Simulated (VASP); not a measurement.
Set up this calculation in VASP 6.6.1, as the native input.

```yaml
Task: single point
Functional: PBE
Potentials_or_basis: VASP PAW PBE potentials, release 64 (Ta_pv, As)
Cutoff: 520 eV
k_mesh: 6 × 6 × 2
Occupations: gaussian, width 0.1 eV
Spin: no spin polarisation
Dipole_correction: no
Further_INCAR_settings: ALGO = Normal; EDIFF = 1e-06; NBANDS = 32
```

The structure of Ta2As5 lies in POSCAR:

```
Ta2As5
1.0
    4.4819784800      0.0000000000      0.0000000000
   -2.2409892400      3.8815072200      0.0000000000
    0.0000000000      0.0000000000     10.6400918700
Ta As
2 5
Direct
    0.3333333300      0.6666666700      0.5000000000
    0.6666666700      0.3333333300      0.5000000000
    0.3333333300      0.6666666700      0.8813187700
    0.3333333300      0.6666666700      0.1186812300
    0.6666666700      0.3333333300      0.1186812300
    0.6666666700      0.3333333300      0.8813187700
    0.0000000000      0.0000000000      0.0000000000
```

One way to write it, as run:

INCAR

```
SYSTEM = Ta2As5
ALGO = Normal
EDIFF = 1E-6
ENCUT = 520
GGA = PE
ISIF = 2
ISMEAR = 0
LASPH = .True.
LCHARG = .False.
LREAL = .False.
LWAVE = .False.
NBANDS = 32
NELM = 80
PREC = Accurate
SIGMA = 0.1
```

KPOINTS

```
k-points
0
Gamma
  6 6 2
  0 0 0
```

Potentials or basis: VASP PAW PBE potentials, release 64 (Ta_pv, As).

Command:

```console
$ cat potpaw_PBE.64/Ta_pv/POTCAR potpaw_PBE.64/As/POTCAR > POTCAR
$ mpirun -np 1 vasp_std > vasp.out
```

It gave:

```
Pressure      : 5.2 GPa
Largest force : 1.366 eV/Å
```

Caveat: forces of over 1 eV/Å act on the atoms, so gaps and moduli don't describe the material at rest.

Run time: 60 s on 1 thread of AMD EPYC 9R45 96-Core Processor (Zen 5) (shared host), peak memory 0.3 GiB.
